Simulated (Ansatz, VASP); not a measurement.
**Two plane-wave programs on SiC**

POSCAR

```
SiC
1.0
    3.0751950059      0.0000000000      0.0000000000
   -1.5375975029      2.6631969967      0.0000000000
    0.0000000000      0.0000000000      5.0481668544
Si C
2 2
Direct
    0.3333333333      0.6666666667      0.0046028828
    0.6666666667      0.3333333333      0.5046028828
    0.1208982399      0.5604491199      0.4199756123
    0.6666666667      0.3333333333      0.8803971172
```

Contents of INCAR.step1:

```
SYSTEM = SiC
PREC = Accurate
ENCUT = 520
ISMEAR = 0
SIGMA = 0.05
LREAL = .FALSE.
LASPH = .TRUE.
NELM = 80
NBANDS = 16
GGA = PE
ALGO = Normal
EDIFF = 1E-4
LWAVE = .TRUE.
LCHARG = .FALSE.
```

Contents of INCAR.step2:

```
SYSTEM = SiC
PREC = Accurate
ENCUT = 520
EDIFF = 1E-7
ISMEAR = 0
SIGMA = 0.05
LREAL = .FALSE.
LASPH = .TRUE.
NELM = 80
ALGO = Normal
ISIF = 2
LWAVE = .FALSE.
LCHARG = .FALSE.
METAGGA = R2SCAN
LMIXTAU = .TRUE.
NBANDS = 16
ISTART = 1
```

Contents of KPOINTS:

```
Automatic mesh
0
G
  12 12 6
  0 0 0
```

Input for Ansatz:

```yaml
crystal:
  lattice:
    - [3.0751950059, 0.0, 0.0]
    - [-1.5375975029, 2.6631969967, 0.0]
    - [0.0, 0.0, 5.0481668544]
  atoms:
    - { symbol: Si, position: [0.3333333333, 0.6666666667, 0.0046028828] }
    - { symbol: Si, position: [0.6666666667, 0.3333333333, 0.5046028828] }
    - { symbol: C, position: [0.1208982399, 0.5604491199, 0.4199756123] }
    - { symbol: C, position: [0.6666666667, 0.3333333333, 0.8803971172] }
basis:
  ecutwfc: 500
kpoints:
  mp_grid: { grid: [12, 12, 6] }
hamiltonian:
  xc: r2scan
scf:
  occupations: { method: gaussian, width: 0.05 }
output:
  forces: true
  stress: true
  eigenvalues: true
```

Alike in both runs: task single point; functional r2SCAN; k mesh 12 × 12 × 6; occupations gaussian, width 0.05 eV; no spin polarisation.

```csv
,VASP,Ansatz
version,VASP 6.6.1,Ansatz 0.2.0
potentials or method,"VASP PAW PBE potentials, release 64 (Si, C), cutoff 520 eV","scalar-relativistic, plane waves, PAW"
valence electrons in the cell,16,16
```

```tsv
	VASP	Ansatz	Ansatz less VASP
gap on the k mesh at the Fermi level (eV)	1.89	1.90	+0.011
least direct gap on the mesh (eV)	3.68	3.68	0.000
rms of the force components (eV/Å)	17.665	18.117	+0.4521
```

VASP's potentials were made for PBE, not for r2SCAN. Atom by atom the forces differ by 0.453 eV/Å (rms over components).
